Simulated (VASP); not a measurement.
**SrCl2: relaxation of cell and atoms with PBEsol**

SrCl2:

```
CELL_PARAMETERS angstrom
0.00000 3.51939 3.51939
3.51939 0.00000 3.51939
3.51939 3.51939 0.00000
ATOMIC_POSITIONS crystal
Sr 0.00000 0.00000 0.00000
Cl 0.75000 0.75000 0.75000
Cl 0.25000 0.25000 0.25000
```

* Program: VASP 6.6.1
* Task: relaxation of cell and atoms
* Functional: PBEsol
* Potentials or basis: VASP PAW PBE potentials, release 64 (Sr_sv, Cl)
* Cutoff: 600 eV
* k mesh: 6 × 6 × 6
* Occupations: fermi-dirac, width 0.02 eV
* Spin: no spin polarisation
* Dipole correction: no
* Further INCAR settings: ALGO = Normal; EDIFF = 1e-07; IBRION = 2; EDIFFG = -0.005; NSW = 80; ISIF = 3

```
Relaxed volume                         : 27.60 Å³/atom
Relaxed cell                           : a = 4.892 Å, b = 4.892 Å, c = 4.892 Å, α = 60.00°, β = 60.00°, γ = 60.00°
Space group after relaxing (to 0.05 Å) : Fm-3m (No. 225)
Energy gained by relaxing              : 8.4 meV/atom
Ionic steps                            : 3
Pressure after relaxing                : 0.0 GPa
Band gap on the k mesh                 : 5.23 eV, indirect (least direct gap 5.34 eV)
```

Step by step:
| step | energy change (eV) | largest force (eV/Å) | pressure (GPa) | volume (Å³) |
| --- | --- | --- | --- | --- |
| 1 | 0.0000 | 0.0000 | -1.75 | 87.18 |
| 2 | -0.0248 | 0.0000 | -0.20 | 83.24 |
| 3 | -0.0251 | 0.0000 | 0.00 | 82.80 |

Final structure:
```cif
data_structure
_symmetry_space_group_name_H-M 'P 1'
_symmetry_Int_Tables_number 1
_cell_length_a 4.8924
_cell_length_b 4.8924
_cell_length_c 4.8924
_cell_angle_alpha 60.000
_cell_angle_beta 60.000
_cell_angle_gamma 60.000
_cell_volume 82.80
loop_
_atom_site_label
_atom_site_type_symbol
_atom_site_fract_x
_atom_site_fract_y
_atom_site_fract_z
_atom_site_occupancy
Sr1 Sr 0.00000 0.00000 0.00000 1
Cl1 Cl 0.75000 0.75000 0.75000 1
Cl2 Cl 0.25000 0.25000 0.25000 1
```

Levels at points of the mesh, in eV from the valence-band top:
```csv
k point,band 8,band 9,band 10,band 11,band 12,band 13,band 14,band 15,band 16
"(0.00, 0.00, 0.00)",-2.26,-2.26,-0.35,-0.35,-0.35,5.23,5.96,5.96,8.92
"(0.50, 0.00, 0.00)",-1.67,-1.59,-1.40,-1.10,-1.10,6.62,6.62,7.50,7.74
"(0.50, 0.50, 0.00)",-1.97,-1.97,-0.43,-0.43,0.00,5.34,6.99,7.57,8.01
```

Wall time 88 s on 1 thread of Intel(R) Xeon(R) Platinum 8259CL CPU @ 2.50GHz (Skylake/Cascade Lake) (shared host), peak memory 0.24 GiB.

Caveat: the PAW data sets were made with another functional, which shifts forces and pressure a little. A hybrid or GW would open this gap; PBEsol tends to underestimate it.
